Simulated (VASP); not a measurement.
A run of VASP 6.6.1 is set up as follows.

Contents of INCAR:

```
SYSTEM = Si
PREC     = Accurate       ! precision mode
ENCUT    = 520            ! plane-wave cutoff, eV
EDIFF    = 1E-8           ! SCF threshold, eV
ISMEAR   = -1             ! smearing method
SIGMA    = 0.05           ! smearing width, eV
LREAL    = .False.        ! projectors in reciprocal space
LASPH    = .True.         ! aspherical terms in the spheres
NELM     = 80             ! most SCF steps
ALGO     = Normal         ! electronic algorithm
ISIF     = 2              ! what is computed and relaxed
LWAVE    = .False.        ! write WAVECAR
LCHARG   = .False.        ! write CHGCAR
GGA      = PE             ! functional
LEFG     = .True.       
NBANDS   = 11             ! bands
```

KPOINTS

```
regular mesh
0
Gamma
  16 16 16
  0 0 0
```

Contents of POSCAR:

```
Si
1.0
   -2.2434715157      2.3605785361      1.2707357541
    2.2434715157     -2.3605785361      1.2707357541
    2.2434715157      2.3605785361     -1.2707357541
Si
2
Direct
    0.8070000000      0.5570000000      0.2500000000
    0.1930000000      0.4430000000      0.7500000000
```

Potentials or basis: VASP PAW PBE potentials, release 64 (Si).

Command:

```sh
$ cat potpaw_PBE.64/Si/POTCAR > POTCAR
$ mpirun -np 1 vasp_std > vasp.out
```

Problem. Predict the largest force.

Solution. 0.010 eV/Å.

Problem. Estimate the band gap on the k mesh.

Solution. Zero (bands 4 and 5 overlap by 7.50 eV).

Problem. What does it give for the pressure?

Solution. 17.4 GPa.

Stress tensor (GPa, compression positive):
```
16.44  0.00  0.00
 0.00 19.32  0.00
 0.00  0.00 16.57
```

Caveat: the cell stands under pressure; without QUAD_EFG the Cq values of the log hold for a quadrupole moment of 1 mb, not for the nuclei.
